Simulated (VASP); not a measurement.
Li7NbO6, 14 atoms in the cell. The structure is trigonal, space group R3 (No. 146). Conventional cell: a = 5.610 Å, b = 5.610 Å, c = 14.774 Å, α = 90.00°, β = 90.00°, γ = 120.00°. Li (site symmetry 1) has 4 O at 1.90 to 2.03 Å and 4 Li at 2.38 to 2.58 Å within 2.6 Å. Li (site symmetry 1) has 4 O at 1.96 to 2.04 Å and 6 Li at 2.38 to 2.71 Å and 1 Nb at 2.70 Å within 2.8 Å. Li (site symmetry 3) has 6 O at 2.12 to 2.40 Å and 6 Li at 2.49 to 2.58 Å within 2.8 Å. Nb (site symmetry 3) has 6 O at 2.02 to 2.06 Å and 6 Li at 2.70 to 2.73 Å within 2.8 Å. Within 2.6 Å of O (site symmetry 1) lie 5 Li at 1.96 to 2.12 Å and 1 Nb at 2.06 Å. Within 2.5 Å of O (site symmetry 1) lie 5 Li at 1.90 to 2.40 Å and 1 Nb at 2.02 Å. 

- Program: VASP 6.6.1
- Task: electric field gradients
- Functional: r2SCAN
- Potentials or basis: VASP PAW PBE potentials, release 64 (Li_sv, Nb_sv, O)
- Cutoff: 520 eV
- k mesh: 5 × 5 × 5
- Occupations: fermi-dirac, width 0.02 eV
- Spin: no spin polarisation
- Dipole correction: no
- Further INCAR settings: ALGO = Normal; EDIFF = 1e-08; NBANDS = 48

Potentials or basis: VASP PAW PBE potentials, release 64 (Li_sv, Nb_sv, O).

The run is started by

```console
$ cat potpaw_PBE.64/Li_sv/POTCAR potpaw_PBE.64/Nb_sv/POTCAR potpaw_PBE.64/O/POTCAR > POTCAR
$ cp INCAR.step1 INCAR
$ mpirun -np 1 vasp_std > vasp.out
$ cp INCAR.step2 INCAR
$ mpirun -np 1 vasp_std > vasp.out
```

Hardware: 1 thread of Intel(R) Xeon(R) Platinum 8259CL CPU @ 2.50GHz (Skylake/Cascade Lake) (shared host).

Question: Estimate the wall time of this run.

Answer: It took 23 min on 1 thread of Intel(R) Xeon(R) Platinum 8259CL CPU @ 2.50GHz (Skylake/Cascade Lake), with other jobs on the host, peak memory 0.44 GiB. Counts: k points 23.
